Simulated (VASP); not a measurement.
# Yb2MnH6 in VASP: single point with PBE

Aim: the single point of Yb2MnH6 with PBE.

Everything below comes from runs of VASP 6.6.1. Logs are shortened: lines on timing, memory, paths and dates and some standing lists are left out, and cuts for length are marked.

**1. The cell of the first run**

The typed cell holds 9 atoms: a = 5.158 Å, b = 5.158 Å, c = 3.841 Å, α = 90.00°, β = 90.00°, γ = 120.00°.

**2. Single point, PBE, collinear spin, ferromagnetic start**

File POSCAR:

```
Yb2MnH6
1.0
    5.1578329800      0.0000000000      0.0000000000
   -2.5789164900      4.4668172400      0.0000000000
    0.0000000000      0.0000000000      3.8409393400
Yb Mn H
2 1 6
Direct
    0.3333000000      0.6667000000      0.2641000000
    0.6667000000      0.3333000000      0.7359000000
    0.0000000000      0.0000000000      0.0000000000
    0.8221000000      0.1779000000      0.2430000000
    0.8221000000      0.6442000000      0.2430000000
    0.3558000000      0.1779000000      0.2430000000
    0.1779000000      0.8221000000      0.7570000000
    0.6442000000      0.8221000000      0.7570000000
    0.1779000000      0.3558000000      0.7570000000
```

File INCAR.step1:

```
PREC = Accurate
ENCUT = 520
EDIFF = 1E-6
ISMEAR = -1
SIGMA = 0.1
LREAL = False
LASPH = True
NELM = 200
ALGO = Normal
ISIF = 2
LWAVE = False
LCHARG = True
ISPIN = 2
MAGMOM = 0.01 0.01 1 -0.01 -0.01 -0.01 -0.01 -0.01 -0.01
LMAXMIX = 6
GGA = PE
NBANDS = 48
GGA_COMPAT = False
NEDOS = 2001
LORBIT = 11
```

File KPOINTS.step1:

```
regular mesh
0
Gamma
  4 4 5
```

File INCAR.step2:

```
PREC = Accurate
ENCUT = 520
EDIFF = 1E-6
ISMEAR = -5
SIGMA = 0.1
LREAL = False
LASPH = True
NELM = 200
ALGO = Normal
ISIF = 2
LWAVE = False
LCHARG = False
ISPIN = 2
MAGMOM = 0.01 0.01 1 -0.01 -0.01 -0.01 -0.01 -0.01 -0.01
LORBIT = 11
LMAXMIX = 6
GGA = PE
NBANDS = 48
NEDOS = 1001
ICHARG = 11
GGA_COMPAT = False
```

File KPOINTS.step2:

```
regular mesh
0
Gamma
  6 6 8
```

Potentials or basis: VASP PAW PBE potentials, release 64 (Yb, Mn_sv, H).

Run with:

```console
$ cat potpaw_PBE.64/Yb/POTCAR potpaw_PBE.64/Mn_sv/POTCAR potpaw_PBE.64/H/POTCAR > POTCAR
$ cp INCAR.step1 INCAR
$ cp KPOINTS.step1 KPOINTS
$ mpirun -np 1 vasp_std > vasp.out
$ cp INCAR.step2 INCAR
$ cp KPOINTS.step2 KPOINTS
$ mpirun -np 1 vasp_std > vasp.out
```

OUTCAR:

```text
PREC = Accurate
   ENCUT = 520
   EDIFF = 1E-6
   ISMEAR = -5
   LREAL = False
   LASPH = True
   NELM = 200
   ISIF = 2
   ISPIN = 2
   LORBIT = 11
   GGA = PE
   ICHARG = 11

 ion  position               nearest neighbor table
   1  0.333  0.667  0.264-   7 2.35   8 2.35   9 2.35   3 3.15   3 3.15   3 3.15   2 3.49   2 3.49
                             2 3.49   2 3.60   2 3.60   2 3.60
   2  0.667  0.333  0.736-   4 2.35   6 2.35   5 2.35   3 3.15   3 3.15   3 3.15   1 3.49   1 3.49
                             1 3.49   1 3.60   1 3.60   1 3.60
   3  0.000  0.000  0.000-   1 3.15   2 3.15   2 3.15   1 3.15   2 3.15   1 3.15
   4  0.822  0.178  0.243-   2 2.35
   5  0.822  0.644  0.243-   2 2.35
   6  0.356  0.178  0.243-   2 2.35
   7  0.178  0.822  0.757-   1 2.35
   8  0.644  0.822  0.757-   1 2.35
   9  0.178  0.356  0.757-   1 2.35

  LATTYP: Found a hexagonal cell.
 ALAT       =     5.1578329800
 C/A-ratio  =     0.7446808291

  Lattice vectors:

 A1 = (   5.1578329800,   0.0000000000,   0.0000000000)
 A2 = (  -2.5789164900,   4.4668172400,   0.0000000000)
 A3 = (   0.0000000000,   0.0000000000,   3.8409393400)

Analysis of symmetry for initial positions (statically):
=====================================================================
 Subroutine PRICEL returns:
 Original cell was already a primitive cell.

 Routine SETGRP: Setting up the symmetry group for a
 hexagonal supercell.

 Subroutine GETGRP returns: Found  4 space group operations
 (whereof  4 operations were pure point group operations)
 out of a pool of 24 trial point group operations.

The static configuration has the point symmetry C_2h.

Analysis of symmetry for dynamics (positions and initial velocities):
=====================================================================
 Subroutine PRICEL returns:
 Original cell was already a primitive cell.

 Routine SETGRP: Setting up the symmetry group for a
 hexagonal supercell.

 Subroutine GETGRP returns: Found  4 space group operations
 (whereof  4 operations were pure point group operations)
 out of a pool of 24 trial point group operations.

The dynamic configuration has the point symmetry C_2h.

Analysis of structural, dynamic, and magnetic symmetry:
=====================================================================
[... 171 lines left out ...]

  energy without entropy =      -39.41398855  energy(sigma->0) =      -39.41398855

 E-fermi :   3.4306     XC(G=0): -10.8391

 val. band max:        3.3956251254   @ k =   0.5000   0.5000   0.0000
 cond. band min:       3.3939727421   @ k =   0.5000   0.5000   0.1250
 fundamental gap:     -0.0016523833
 Fermi energy:         3.4305861963

 spin component 1

 k-point     1 :       0.0000    0.0000    0.0000
  band No.  band energies     occupation
      1     -75.9911      1.00000
      2     -48.1362      1.00000
      3     -48.1040      1.00000
      4     -44.9481      1.00000
      5     -44.6397      1.00000
      6     -44.6396      1.00000
[... 1165 lines left out ...]
     45       9.4848      0.00000
     46      10.2360      0.00000

 [... further k-points ...]

 spin component 2

 k-point     1 :       0.0000    0.0000    0.0000
  band No.  band energies     occupation
      1     -74.7961      1.00000
      2     -48.1381      1.00000
      3     -48.1058      1.00000
      4     -43.6435      1.00000
      5     -43.6434      1.00000
      6     -43.4286      1.00000
[... 1165 lines left out ...]
     45       9.5265      0.00000
     46      10.2419      0.00000

 [... further k-points ...]

 [bands above 46 left out]

------------------------ aborting loop because EDIFF is reached ----------------------------------------

  FORCE on cell =-STRESS in cart. coord.  units (eV):
  Direction    XX          YY          ZZ          XY          YZ          ZX
  --------------------------------------------------------------------------------------
  -------------------------------------------------------------------------------------
  Total      -67.6952447    -67.6931822    -60.4518617      0.0018610      0.0009313     -0.0016132
  in kB    -1225.6482179  -1225.6108750  -1094.5040069      0.0336948      0.0168622     -0.0292068
  external PRESSURE =   -1181.9210332 kB  Pullay stress =       0.0000000 kB

 VOLUME and BASIS-vectors are now :
 -----------------------------------------------------------------------------
  energy-cutoff  :      520.00
  volume of cell :       88.49
      direct lattice vectors                 reciprocal lattice vectors
     5.157832980  0.000000000  0.000000000     0.193879872  0.111936525  0.000000000
    -2.578916490  4.466817240  0.000000000     0.000000000  0.223873050  0.000000000
     0.000000000  0.000000000  3.840939340     0.000000000  0.000000000  0.260352979

 POSITION                                       TOTAL-FORCE (eV/Angst)
 -----------------------------------------------------------------------------------
     -0.00026      2.97803      1.01439         0.001361     -0.000786     -0.320120
      2.57917      1.48879      2.82655        -0.001361      0.000786      0.320120
      0.00000      0.00000      0.00000         0.000000      0.000000     -0.000000
      3.78147      0.79465      0.93335         0.441445     -0.254869     -0.474154
      2.57892      2.87752      0.93335         0.000218      0.509653     -0.473997
      1.37637      0.79465      0.93335        -0.441263     -0.255015     -0.473997
     -1.20255      3.67217      2.90759        -0.441445      0.254869      0.474154
      1.20255      3.67217      2.90759         0.441263      0.255015      0.473997
      0.00000      1.58929      2.90759        -0.000218     -0.509653      0.473997
 -----------------------------------------------------------------------------------
    total drift:                               -0.000000      0.000000     -0.000000

  FREE ENERGIE OF THE ION-ELECTRON SYSTEM (eV)
  ---------------------------------------------------
  free  energy   TOTEN  =       -39.4139885493 eV

  energy  without entropy=      -39.4139885493  energy(sigma->0) =      -39.41398855

 total charge

# of ion       s       p       d       f       tot
--------------------------------------------------
    1        2.115   6.029   0.378  13.678  22.199
    2        2.115   6.029   0.378  13.678  22.199
    3        2.148   6.027   4.602   0.000  12.778
    4        0.524   0.008   0.000   0.000   0.533
    5        0.524   0.008   0.000   0.000   0.533
    6        0.524   0.008   0.000   0.000   0.533
    7        0.524   0.008   0.000   0.000   0.533
    8        0.524   0.008   0.000   0.000   0.533
    9        0.524   0.008   0.000   0.000   0.533
--------------------------------------------------
tot          9.524  18.134   5.358  27.356  60.372

 magnetization (x)

# of ion       s       p       d       f       tot
--------------------------------------------------
    1       -0.003  -0.005  -0.017   0.005  -0.021
    2       -0.003  -0.005  -0.017   0.005  -0.021
    3        0.008   0.004   1.013   0.000   1.025
    4       -0.005   0.000   0.000   0.000  -0.005
    5       -0.005   0.000   0.000   0.000  -0.005
    6       -0.005   0.000   0.000   0.000  -0.005
    7       -0.005   0.000   0.000   0.000  -0.005
    8       -0.005   0.000   0.000   0.000  -0.005
    9       -0.005   0.000   0.000   0.000  -0.005
--------------------------------------------------
tot         -0.030  -0.007   0.978   0.010   0.951
```

OUTCAR.step1:

```text
PREC = Accurate
   ENCUT = 520
   EDIFF = 1E-6
   ISMEAR = -1
   LREAL = False
   LASPH = True
   NELM = 200
[... 2652 lines left out ...]
tot          9.531  18.139   5.502  27.148  60.319

 magnetization (x)

# of ion       s       p       d       f       tot
--------------------------------------------------
    1       -0.002  -0.004  -0.015   0.013  -0.009
    2       -0.002  -0.004  -0.015   0.013  -0.009
    3        0.008   0.004   1.036   0.000   1.047
    4       -0.005   0.000   0.000   0.000  -0.005
    5       -0.005   0.000   0.000   0.000  -0.005
    6       -0.005   0.000   0.000   0.000  -0.005
    7       -0.005   0.000   0.000   0.000  -0.005
    8       -0.005   0.000   0.000   0.000  -0.005
    9       -0.005   0.000   0.000   0.000  -0.005
--------------------------------------------------
tot         -0.027  -0.004   1.005   0.026   1.000
```

OSZICAR.step1:

```text
N       E                     dE             d eps       ncg     rms          rms(c)
DAV:   1     0.666371462003E+03    0.66637E+03   -0.23602E+04  8384   0.906E+03
DAV:   2     0.894994631744E+02   -0.57687E+03   -0.53797E+03  8256   0.147E+03
DAV:   3    -0.181778234104E+02   -0.10768E+03   -0.10417E+03  7080   0.305E+02
[... 12 lines left out ...]
DAV: 159    -0.394911131109E+02   -0.77651E-05   -0.34517E-05  8944   0.513E-02    0.490E-01
DAV: 160    -0.394911368630E+02   -0.23752E-04   -0.15750E-05  8040   0.131E-01    0.385E-01
DAV: 161    -0.394911482312E+02   -0.11368E-04   -0.21248E-05  8528   0.979E-02    0.291E-01
DAV: 162    -0.394911647752E+02   -0.16544E-04   -0.15337E-05  8400   0.162E-01    0.199E-01
DAV: 163    -0.394911667391E+02   -0.19639E-05   -0.18444E-05  8560   0.169E-01    0.105E-01
DAV: 164    -0.394911676243E+02   -0.88524E-06   -0.68416E-06  6176   0.504E-02
   1 F= -.39491168E+02 E0= -.39385397E+02  d E =-.211541E+00  mag=     1.0386
```

It took 33 min on 1 thread of Intel Xeon 6975P-C (Granite Rapids), shared host; peak memory 0.67 GiB.

Results:

```
Net moment                                            : 1.04 μB per cell
Site moments                                          : Yb -0.02; Mn +1.02; H -0.01 μB
Valence electrons inside the program's atomic spheres : Yb 22.20; Mn 12.78; H 0.53
```

Levels at points of the mesh, in eV from the Fermi level:
Spin up:
| k point | band 31 | band 32 | band 33 | band 34 | band 35 | band 36 | band 37 | band 38 | band 39 | band 40 |
| --- | --- | --- | --- | --- | --- | --- | --- | --- | --- | --- |
| (0.00, 0.00, 0.00) | -0.34 | -0.34 | -0.34 | -0.32 | -0.30 | 1.25 | 1.25 | 1.47 | 3.46 | 3.46 |
| (0.50, 0.00, 0.00) | -0.33 | -0.29 | -0.28 | -0.28 | -0.10 | -0.03 | 1.94 | 2.18 | 2.49 | 2.49 |
| (0.50, 0.50, 0.00) | -0.33 | -0.29 | -0.28 | -0.28 | -0.10 | -0.03 | 1.94 | 2.18 | 2.48 | 2.49 |
| (0.00, 0.00, 0.50) | -0.36 | -0.36 | -0.36 | -0.35 | -0.34 | 0.78 | 0.78 | 3.98 | 3.98 | 4.05 |
| (0.50, 0.00, 0.50) | -0.34 | -0.34 | -0.30 | -0.30 | -0.25 | 0.31 | 0.74 | 1.25 | 2.50 | 2.99 |
| (0.50, 0.50, 0.50) | -0.34 | -0.34 | -0.30 | -0.30 | -0.25 | 0.31 | 0.74 | 1.25 | 2.50 | 2.99 |
Spin down:
```
           k point  band 30  band 31  band 32  band 33  band 34  band 35  band 36  band 37  band 38  band 39
(0.00, 0.00, 0.00)    -0.32    -0.31    -0.30    -0.23    -0.23     0.06     1.71     1.71     1.78     3.51
(0.50, 0.00, 0.00)    -0.27    -0.26    -0.25    -0.14    -0.04     0.00     0.63     1.89     2.43     2.65
(0.50, 0.50, 0.00)    -0.27    -0.26    -0.25    -0.14    -0.03     0.00     0.63     1.89     2.43     2.65
(0.00, 0.00, 0.50)    -0.35    -0.35    -0.33    -0.31    -0.31     1.10     1.46     1.46     3.97     3.98
(0.50, 0.00, 0.50)    -0.33    -0.33    -0.29    -0.27    -0.18     0.92     1.15     1.24     1.33     2.74
(0.50, 0.50, 0.50)    -0.33    -0.33    -0.29    -0.27    -0.18     0.92     1.15     1.24     1.33     2.74
```

Caveat: spin-orbit coupling is left out, which moves the levels of the heavy elements. The state reached can hang on the start; a lower one may exist.
